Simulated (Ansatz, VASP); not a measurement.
**Two plane-wave programs on Sr**

```
CELL_PARAMETERS angstrom
4.31000 0.00000 0.00000
-2.15500 3.73257 0.00000
0.00000 0.00000 7.05000
ATOMIC_POSITIONS crystal
Sr 0.33333 0.66667 0.25000
Sr 0.66667 0.33333 0.75000
```

Alike in both runs: task single point; functional PBE; k mesh 3 × 3 × 2; occupations gaussian, width 0.1 eV; no spin polarisation.

```csv
,VASP,Ansatz
version,VASP 6.6.1,Ansatz 0.2.0
potentials or method,"VASP PAW PBE potentials, release 64 (Sr_sv), cutoff 500 eV","scalar-relativistic, plane waves, PAW"
valence electrons in the cell,20,20
```

VASP gave:

```
gap on the k mesh at the Fermi level (eV)                     : none
pressure (GPa)                                                : -0.2
traceless stress, the component that is largest in VASP (GPa) : 0.48
```

Question: Estimate Ansatz's values.

Answer: gap on the k mesh at the Fermi level (eV): none; pressure (GPa): -0.2; traceless stress, the component that is largest in VASP (GPa): 0.49.

A gap of «none» marks a metal or a gap that the smearing closes.

The k mesh is coarse, so the values compare programs but aren't converged.
